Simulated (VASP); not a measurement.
## Pd: density of states with PBE

Pd:

```xyz
1
Lattice="2.6146 0.0000 0.0000 0.0000 2.6146 0.0000 0.0000 0.0000 2.6146" Properties=species:S:1:pos:R:3 pbc="T T T"
Pd    0.0000    0.0000    0.0000
```

```
Program                 : VASP 6.6.1
Task                    : density of states
Functional              : PBE
Potentials or basis     : VASP PAW PBE potentials, release 64 (Pd)
Cutoff                  : 520 eV
k mesh                  : 15 × 15 × 15
Occupations             : fermi-dirac, width 0.08 eV
Spin                    : no spin polarisation
Dipole correction       : no
k mesh for the DOS      : 23 × 23 × 23
Occupations for the DOS : tetrahedron
Further INCAR settings  : ALGO = Normal; EDIFF = 1e-07
```

```
Valence electrons inside the program's atomic spheres : Pd 9.34
```

Levels at points of the mesh, in eV from the Fermi level:
```
           k point  band 1  band 2  band 3  band 4  band 5  band 6  band 7  band 8  band 9
(0.00, 0.00, 0.00)   -5.89   -4.43   -4.43    0.01    0.01    0.01   16.43   16.43   16.43
```

It took 49 s on 1 thread of AMD EPYC 7R43 64-Core Processor (Zen 3), with other jobs on the host, peak memory 0.14 GiB.
